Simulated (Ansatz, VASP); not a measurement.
# One calculation of CaCu2S2, two programs

INCAR

```
  PREC = Accurate
  ENCUT = 600
  EDIFF = 1E-7
  ISMEAR = 0
  SIGMA = 0.1
  LREAL = F
  LASPH = T
  NELM = 60
  ALGO = Normal
  ISIF = 3
  LWAVE = F
  LCHARG = F
  GGA = PS
  IBRION = 2
  NSW = 90
  EDIFFG = -0.04
```

Contents of KPOINTS:

```
regular mesh
0
Gamma
  6 6 4
```

Contents of POSCAR:

```
CaCu2S2
1.0
    3.9399999606      0.0000000000      0.0000000000
   -1.9699999803      3.4121400568      0.0000000000
    0.0000000000      0.0000000000      6.5230000000
Ca Cu S
1 2 2
Direct
    0.0000000000      0.0000000000      0.0000000000
    0.3333333333      0.6666666667      0.3764900000
    0.6666666667      0.3333333333      0.6235100000
    0.3333333333      0.6666666667      0.7463000000
    0.6666666667      0.3333333333      0.2537000000
```

Input for Ansatz:

```yaml
crystal:
  lattice:
    - [3.9399999606, 0.0, 0.0]
    - [-1.9699999803, 3.4121400568, 0.0]
    - [0.0, 0.0, 6.523]
  atoms:
    - { symbol: Ca, position: [0.0, 0.0, 0.0] }
    - { symbol: Cu, position: [0.3333333333, 0.6666666667, 0.37649] }
    - { symbol: Cu, position: [0.6666666667, 0.3333333333, 0.62351] }
    - { symbol: S, position: [0.3333333333, 0.6666666667, 0.7463] }
    - { symbol: S, position: [0.6666666667, 0.3333333333, 0.2537] }
basis:
  ecutwfc: 420
kpoints:
  mp_grid: { grid: [6, 6, 4] }
hamiltonian:
  xc: pbesol
scf:
  occupations: { method: gaussian, width: 0.1 }
  lower_state_search: "off"
output:
  forces: true
  stress: true
  eigenvalues: true
relax:
  adjacent_minimum: "off"
  f_tol: 0.04
  max_steps: 70
  cell: { stress_tol: 0.4 }
```

Alike in both runs: task relaxation of cell and atoms; functional PBEsol; k mesh 6 × 6 × 4; occupations gaussian, width 0.1 eV; no spin polarisation.

|  | VASP | Ansatz |
| --- | --- | --- |
| version | VASP 6.6.1 | Ansatz 0.2.0 |
| potentials or method | VASP PAW PBE potentials, release 64 (Ca_sv, Cu, S), cutoff 600 eV | scalar-relativistic, plane waves, PAW |
| valence electrons in the cell | 44 | 60 |

|  | VASP | Ansatz | Ansatz less VASP |
| --- | --- | --- | --- |
| gap on the k mesh at the Fermi level, each at its own relaxed structure (eV) | 1.18 | 1.18 | -0.002 |
| relaxed volume (Å³/atom) | 16.59 | 16.51 | -0.082 |
| relaxed cell length with the largest relative difference (Å) | 6.450 | 6.429 | -0.0214 |

VASP's potentials were made for PBE, not for PBEsol. VASP's potentials hold 44 valence electrons a cell and Ansatz's 60, so a difference there can come from the potentials and not from the codes.
